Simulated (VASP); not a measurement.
# Na (Im-3m) in VASP: further runs

The runs below take Na through single point, relaxation of cell and atoms, with PBEsol.

Program: VASP 6.6.1. These are calculated values, not measurements. Logs are shortened: lines on timing, memory, paths and dates and some standing lists are left out, and cuts for length are marked.

## 1. The cell of the first run

The structure is cubic, space group Im-3m (No. 229). The conventional cell has a = 4.169 Å, b = 4.169 Å, c = 4.169 Å, α = 90.00°, β = 90.00°, γ = 90.00°. Na (site symmetry m-3m) has 14 Na at 3.61 to 4.17 Å within 4.7 Å.

## 2. Single point, PBEsol

The input, INCAR:

```
SYSTEM = Na
ALGO = Normal
EDIFF = 1E-6
ENCUT = 520
GGA = PS
ISIF = 2
ISMEAR = 1
LASPH = .True.
LCHARG = .False.
LREAL = .False.
LWAVE = .False.
NBANDS = 10
NELM = 60
PREC = Accurate
SIGMA = 0.1
```

The input, KPOINTS:

```
k-points
0
Gamma
  7 7 7
  0 0 0
```

The input, POSCAR:

```
Na
1.0
   -2.0846105538      2.0846105538      2.0846105538
    2.0846105538     -2.0846105538      2.0846105538
    2.0846105538      2.0846105538     -2.0846105538
Na
1
Direct
    0.0000000000      0.0000000000      0.0000000000
```

Potentials or basis: VASP PAW PBE potentials, release 64 (Na_pv).

Launch:

```bash
> cat potpaw_PBE.64/Na_pv/POTCAR > POTCAR
> mpirun -np 1 vasp_std > vasp.out
```

OUTCAR:

```text
SYSTEM = Na
   EDIFF = 1E-6
   ENCUT = 520
   GGA = PS
   ISIF = 2
   ISMEAR = 1
   LASPH = .True.
   LREAL = .False.
   NELM = 60
   PREC = Accurate

 ion  position               nearest neighbor table
   1  0.000  0.000  0.000-

  LATTYP: Found a body centered cubic cell.
 ALAT       =     4.1692211076

  Lattice vectors:

 A1 = (  -2.0846105538,   2.0846105538,   2.0846105538)
 A2 = (   2.0846105538,  -2.0846105538,   2.0846105538)
 A3 = (   2.0846105538,   2.0846105538,  -2.0846105538)

Analysis of symmetry for initial positions (statically):
=====================================================================
 Subroutine PRICEL returns:
 Original cell was already a primitive cell.

 Routine SETGRP: Setting up the symmetry group for a
 body centered cubic supercell.

 Subroutine GETGRP returns: Found 48 space group operations
 (whereof 48 operations were pure point group operations)
 out of a pool of 48 trial point group operations.

The static configuration has the point symmetry O_h .

Analysis of symmetry for dynamics (positions and initial velocities):
=====================================================================
 Subroutine PRICEL returns:
 Original cell was already a primitive cell.

 Routine SETGRP: Setting up the symmetry group for a
 body centered cubic supercell.

 Subroutine GETGRP returns: Found 48 space group operations
 (whereof 48 operations were pure point group operations)
 out of a pool of 48 trial point group operations.

The dynamic configuration has the point symmetry O_h .

 Subroutine INISYM returns: Found 48 space group operations
 (whereof 48 operations are pure point group operations),
 and found     1 'primitive' translations

----------------------------------------------------------------------------------------

                                     Primitive cell

  volume of cell :      36.2355

  direct lattice vectors                    reciprocal lattice vectors
    -2.084610554  2.084610554  2.084610554     0.000000000  0.239852954  0.239852954
     2.084610554 -2.084610554  2.084610554     0.239852954  0.000000000  0.239852954
     2.084610554  2.084610554 -2.084610554     0.239852954  0.239852954  0.000000000

  length of vectors
     3.610651393  3.610651393  3.610651393     0.339203301  0.339203301  0.339203301

  position of ions in fractional coordinates (direct lattice)
     0.000000000  0.000000000  0.000000000

  ion indices of the primitive-cell ions
   primitive index   ion index
                 1           1

----------------------------------------------------------------------------------------

 KPOINTS: k-points

Automatic generation of k-mesh.
 Grid dimensions read from file:
 generate k-points for:    7    7    7

 Generating k-lattice:

  Cartesian coordinates                     Fractional coordinates (reciprocal lattice)
     0.000000000  0.034264708  0.034264708     0.142857143  0.000000000  0.000000000
     0.034264708  0.000000000  0.034264708     0.000000000  0.142857143  0.000000000
     0.034264708  0.034264708  0.000000000     0.000000000  0.000000000  0.142857143

  Length of vectors
     0.048457614  0.048457614  0.048457614

  Shift w.r.t. Gamma in fractional coordinates (k-lattice)
     0.000000000  0.000000000  0.000000000

 Subroutine IBZKPT returns following result:
 ===========================================

 Found     20 irreducible k-points:

 Following reciprocal coordinates:
            Coordinates               Weight
  0.000000  0.000000  0.000000      1.000000
  0.142857  0.000000  0.000000     12.000000
  0.285714  0.000000  0.000000     12.000000
  0.428571  0.000000  0.000000     12.000000
  0.142857  0.142857  0.000000     24.000000
  0.285714  0.142857  0.000000     48.000000
[... 12 lines left out ...]
 -0.428571 -0.428571  0.285714      8.000000
 -0.428571  0.428571  0.428571      6.000000
   k-points           NKPTS =     20   k-points in BZ     NKDIM =     20   number of bands    NBANDS=     10
   number of dos      NEDOS =    301   number of ions     NIONS =      1
   total plane-waves  NPLWV =  21952
   dimension x,y,z NGX =    28 NGY =   28 NGZ =   28
   dimension x,y,z NGXF=    56 NGYF=   56 NGZF=   56
   ions per type =               1
   NGX,Y,Z   is equivalent  to a cutoff of  12.89, 12.89, 12.89 a.u.
   NGXF,Y,Z  is equivalent  to a cutoff of  25.78, 25.78, 25.78 a.u.
 SYSTEM =  Na
   PREC   = accura    normal or accurate (medium, high low for compatibility)
   ISTART =      0    job   : 0-new  1-cont  2-samecut
   ICHARG =      2    charge: 1-file 2-atom 10-const
   ISPIN  =      1    spin polarized calculation?
   LNONCOLLINEAR =      F non collinear calculations
   LSORBIT =      F    spin-orbit coupling
   LASPH  =      T    aspherical Exc in radial PAW
   ENCUT  =  520.0 eV  38.22 Ry    6.18 a.u.   6.71  6.71  6.71*2*pi/ulx,y,z
   NELM   =     60;   NELMIN=  2; NELMDL= -5     # of ELM steps
   EDIFF  = 0.1E-05   stopping-criterion for ELM
   LREAL  =      F    real-space projection
   EDIFFG = 0.1E-04   stopping-criterion for IOM
   NSW    =      0    number of steps for IOM
   IBRION =     -1    ionic relax: 0-MD 1-quasi-New 2-CG
   NFREE  =      0    steps in history (QN), initial steepest desc. (CG)
   ISIF   =      2    stress and relaxation
   ISYM   =      2    0-nonsym 1-usesym 2-fastsym
   POTIM  = 0.5000    time-step for ionic-motion
   TEBEG  =    0.0;   TEEND  =   0.0 temperature during run
   PSTRESS=    0.0 pullay stress
   NELECT =       7.0000    total number of electrons
   NUPDOWN=      -1.0000    fix difference up-down
   EMIN   =  10.00;   EMAX   =-10.00  energy-range for DOS
   EFERMI =   0.00;   METHOD = LEGACY
   ISMEAR =     1;   SIGMA  =   0.10  broadening in eV -4-tet -1-fermi 0-gaus
   EFERMI_NEDOS =   21; number of points for ismear=-14 and -15
   IALGO  =     38    algorithm
   IMIX   =      4    mixing-type and parameters
     AMIX     =   0.40;   BMIX     =  1.00
     AMIX_MAG =   1.60;   BMIX_MAG =  1.00
  volume/ion in A,a.u.               =      36.24       244.53
  Fermi-wavevector in a.u.,A,eV,Ry     =   0.946374  1.788387 12.185689  0.895623
  Thomas-Fermi vector in A             =   2.074365
   LORBIT       =      0    0 simple, 1 ext, 2 COOP (PROOUT), +10 PAW based schemes
   GGA     = PS    functional components
   LHFCALC =     F    Hartree Fock is set to
   AEXX    =    0.0000 exact exchange contribution
   IVDW    =     0    specifies the selected vdW correction
   LEPSILON=     F    determine dielectric tensor
   LRPA    =     F    only Hartree local field effects (RPA)
 non-spin polarized calculation
 Methfessel and Paxton  Order N= 1 SIGMA  =   0.10
  energy-cutoff  :      520.00
  volume of cell :       36.24
 maximum number of plane-waves:       989
   NGX = 13   NGY = 13   NGZ = 13

 number of electron       6.9999995 magnetization

 Free energy of the ion-electron system (eV)
  ---------------------------------------------------
  ext. energy  EPLUGINS =         0.00000000
  ---------------------------------------------------
  free energy    TOTEN  =        -1.40006052 eV

  energy without entropy =       -1.39868643  energy(sigma->0) =       -1.39960249

 E-fermi :   0.2773     XC(G=0):  -6.5616

 val. band max:        0.2325627846   @ k =  -0.2857   0.4286   0.1429
 cond. band min:       0.5697479291   @ k =  -0.4286   0.4286   0.1429
 fundamental gap:      0.3371851445
 Fermi energy:         0.2772664156

 k-point     1 :       0.0000    0.0000    0.0000
  band No.  band energies     occupation
      1     -24.3965      2.00000
      2     -24.3965      2.00000
      3     -24.3965      2.00000
      4      -2.9554      2.00000
      5      12.2516      0.00000
      6      12.2516      0.00000
      7      12.2516      0.00000
      8      13.2700      0.00000
      9      13.2700      0.00000
     10      13.8218      0.00000

 k-point     2 :       0.1429    0.0000    0.0000
  band No.  band energies     occupation
      1     -24.4039      2.00000
      2     -24.3990      2.00000
      3     -24.3965      2.00000
      4      -2.5909      2.00000
      5       9.1536      0.00000
      6      10.7976      0.00000
      7      11.3020      0.00000
      8      11.6987      0.00000
      9      12.4617      0.00000
     10      14.3355      0.00000

 k-point     3 :       0.2857    0.0000    0.0000
  band No.  band energies     occupation
      1     -24.4205      2.00000
      2     -24.4046      2.00000
      3     -24.3965      2.00000
      4      -1.5131      2.00000
      5       5.6340      0.00000
      6       9.4434      0.00000
      7      10.2786      0.00000
      8      10.4589      0.00000
      9      11.6114      0.00000
     10      15.2154      0.00000

 k-point     4 :       0.4286    0.0000    0.0000
  band No.  band energies     occupation
      1     -24.4337      2.00000
      2     -24.4090      2.00000
      3     -24.3964      2.00000
      4       0.2286      1.72535
      5       2.6702      0.00000
      6       8.7528      0.00000
      7       9.7495      0.00000
      8       9.8398      0.00000
      9      11.0072      0.00000
     10      16.4039      0.00000
[... 170 lines left out ...]
 k-point    18 :      -0.4286    0.4286    0.2857
  band No.  band energies     occupation
      1     -24.4276      2.00000
      2     -24.4182      2.00000
      3     -24.4140      2.00000
      4       1.5799     -0.00000
      5       3.9538      0.00000
      6       6.0981      0.00000
      7       6.7155      0.00000
      8       8.9631      0.00000
      9      11.6053      0.00000
     10      14.9992      0.00000

 k-point    19 :      -0.4286   -0.4286    0.2857
  band No.  band energies     occupation
      1     -24.4252      2.00000
      2     -24.4252      2.00000
      3     -24.4153      2.00000
      4       3.3129      0.00000
      5       3.3129      0.00000
      6       4.3818      0.00000
      7       7.9549      0.00000
      8       7.9549      0.00000
      9      10.1193      0.00000
     10      15.2807      0.00000

 k-point    20 :      -0.4286    0.4286    0.4286
  band No.  band energies     occupation
      1     -24.4245      2.00000
      2     -24.4233      2.00000
      3     -24.4233      2.00000
      4       3.2067      0.00000
      5       5.0987      0.00000
      6       5.4889      0.00000
      7       5.4890      0.00000
      8       6.6715      0.00000
      9       9.1725      0.00000
     10      18.4659      0.00000

------------------------ aborting loop because EDIFF is reached ----------------------------------------

  FORCE on cell =-STRESS in cart. coord.  units (eV):
  Direction    XX          YY          ZZ          XY          YZ          ZX
  --------------------------------------------------------------------------------------
  -------------------------------------------------------------------------------------
  Total       -0.0031252     -0.0031252     -0.0031252      0.0000000      0.0000000      0.0000000
  in kB       -0.1381831     -0.1381831     -0.1381831      0.0000000      0.0000000      0.0000000
  external PRESSURE =      -0.1381831 kB  Pullay stress =       0.0000000 kB

 VOLUME and BASIS-vectors are now :
 -----------------------------------------------------------------------------
  energy-cutoff  :      520.00
  volume of cell :       36.24
      direct lattice vectors                 reciprocal lattice vectors
    -2.084610554  2.084610554  2.084610554     0.000000000  0.239852954  0.239852954
     2.084610554 -2.084610554  2.084610554     0.239852954  0.000000000  0.239852954
     2.084610554  2.084610554 -2.084610554     0.239852954  0.239852954  0.000000000

 POSITION                                       TOTAL-FORCE (eV/Angst)
 -----------------------------------------------------------------------------------
      0.00000      0.00000      0.00000         0.000000     -0.000000     -0.000000
 -----------------------------------------------------------------------------------
    total drift:                               -0.000000     -0.000000     -0.000000

  FREE ENERGIE OF THE ION-ELECTRON SYSTEM (eV)
  ---------------------------------------------------
  free  energy   TOTEN  =        -1.4000605244 eV

  energy  without entropy=       -1.3986864331  energy(sigma->0) =       -1.39960249
```

Run time: 8.9 s. Hardware: 1 thread of Intel Xeon 8259CL, shared host; peak memory 0.14 GiB.

What came out:

- Free energy: -1.4001 eV
- Pressure: 0.0 GPa
- Band gap on the k mesh: zero (an odd number of electrons rules out a gap without spin polarisation)

Caveat: the PAW data sets were made with another functional, which shifts forces and pressure a little.

## 3. Relaxation of cell and atoms, PBEsol

This run uses another cell than the first one, of 39.26 Å³/atom.

The input, INCAR:

```
  PREC = Accurate
  ENCUT = 600
  EDIFF = 1E-7
  ISMEAR = 1
  SIGMA = 0.1
  LREAL = F
  LASPH = T
  NELM = 80
  ALGO = Normal
  ISIF = 3
  LWAVE = F
  LCHARG = F
  GGA = PS
  IBRION = 2
  NSW = 80
  EDIFFG = -0.03
```

The input, KPOINTS:

```
Automatic mesh
0
Gamma
  7 7 7
```

The input, POSCAR:

```
Na
1.0
   -2.1410000000      2.1410000000      2.1410000000
    2.1410000000     -2.1410000000      2.1410000000
    2.1410000000      2.1410000000     -2.1410000000
Na
1
Direct
    0.0000000000      0.0000000000      0.0000000000
```

Potentials or basis: VASP PAW PBE potentials, release 64 (Na_pv).

Launch:

```bash
> cat potpaw_PBE.64/Na_pv/POTCAR > POTCAR
> mpirun -np 1 vasp_std > vasp.out
```

OUTCAR:

```text
PREC = Accurate
   ENCUT = 600
   EDIFF = 1E-7
   ISMEAR = 1
   LREAL = F
   LASPH = T
   NELM = 80
   ISIF = 3
   GGA = PS
   IBRION = 2
   NSW = 80
   EDIFFG = -0.03

 ion  position               nearest neighbor table
   1  0.000  0.000  0.000-

  LATTYP: Found a body centered cubic cell.
 ALAT       =     4.2820000000

  Lattice vectors:

 A1 = (  -2.1410000000,   2.1410000000,   2.1410000000)
 A2 = (   2.1410000000,  -2.1410000000,   2.1410000000)
 A3 = (   2.1410000000,   2.1410000000,  -2.1410000000)

Analysis of symmetry for initial positions (statically):
[... 173 lines left out ...]
  Direction    XX          YY          ZZ          XY          YZ          ZX
  --------------------------------------------------------------------------------------
  -------------------------------------------------------------------------------------
  Total       -0.1341942     -0.1341942     -0.1341942      0.0000000     -0.0000000      0.0000000
  in kB       -5.4768947     -5.4768947     -5.4768947      0.0000000     -0.0000000      0.0000000
  external PRESSURE =      -5.4768947 kB  Pullay stress =       0.0000000 kB
[... 57 lines left out ...]
--------------------------------------- Ionic step        3  -------------------------------------------

 number of electron       6.9999991 magnetization

 Free energy of the ion-electron system (eV)
  ---------------------------------------------------
  ext. energy  EPLUGINS =         0.00000000
  ---------------------------------------------------
  free energy    TOTEN  =        -1.40043877 eV

  energy without entropy =       -1.39906476  energy(sigma->0) =       -1.39998077

 E-fermi :   0.2734     XC(G=0):  -6.5580

 val. band max:        0.2286459915   @ k =  -0.2857   0.4286   0.1429
 cond. band min:       0.5655672333   @ k =  -0.4286   0.4286   0.1429
 fundamental gap:      0.3369212419
 Fermi energy:         0.2733536652

 k-point     1 :       0.0000    0.0000    0.0000
  band No.  band energies     occupation
      1     -24.4018      2.00000
      2     -24.4018      2.00000
      3     -24.4018      2.00000
      4      -2.9564      2.00000
      5      12.2388      0.00000
      6      12.2388      0.00000
      7      12.2388      0.00000
[... 216 lines left out ...]
  FREE ENERGIE OF THE ION-ELECTRON SYSTEM (eV)
  ---------------------------------------------------
  free  energy   TOTEN  =        -1.4004387679 eV

  energy  without entropy=       -1.3990647619  energy(sigma->0) =       -1.39998077

 reached required accuracy - stopping structural energy minimisation
```

CONTCAR:

```text
Na
   1.00000000000000
    -2.0855576468647170    2.0855576468647170    2.0855576468647170
     2.0855576468647170   -2.0855576468647170    2.0855576468647170
     2.0855576468647170    2.0855576468647170   -2.0855576468647170
  Na
     1
Direct
     0.0000000000000000    0.0000000000000000    0.0000000000000000

  0.00000000E+00  0.00000000E+00  0.00000000E+00
```

Run time: 23 s. Hardware: 1 thread of Intel Xeon 8259CL, shared host; peak memory 0.15 GiB.

What came out:

| Quantity | Value |
| --- | --- |
| Free energy | -1.4004 eV |
| Relaxed volume | 36.28 Å³/atom |
| Relaxed cell | a = 3.612 Å, b = 3.612 Å, c = 3.612 Å, α = 109.47°, β = 109.47°, γ = 109.47° |
| Space group after relaxing (to 0.1 Å) | Im-3m (No. 229) |
| Energy gained by relaxing | 5.6 meV/atom |
| Ionic steps | 3 |
| Pressure after relaxing | 0.0 GPa |
| Band gap on the k mesh | zero (an odd number of electrons rules out a gap without spin polarisation) |

Step by step:
```tsv
step	energy change (eV)	largest force (eV/Å)	pressure (GPa)	volume (Å³)
1	0.0000	0.0000	-0.55	39.26
2	-0.0023	0.0000	-0.44	38.50
3	-0.0056	0.0000	-0.04	36.28
```

Final structure:
```
Na
1.0
    -2.08556    2.08556    2.08556
     2.08556   -2.08556    2.08556
     2.08556    2.08556   -2.08556
Na
1
Direct
  0.00000 0.00000 0.00000
```

Levels at points of the mesh, in eV from the Fermi level:
```tsv
k point	band 1	band 2	band 3	band 4	band 5	band 6	band 7
(0.00, 0.00, 0.00)	-24.68	-24.68	-24.68	-3.23	11.97	11.97	11.97
```

Caveat: the PAW data sets were made with another functional, which shifts forces and pressure a little.
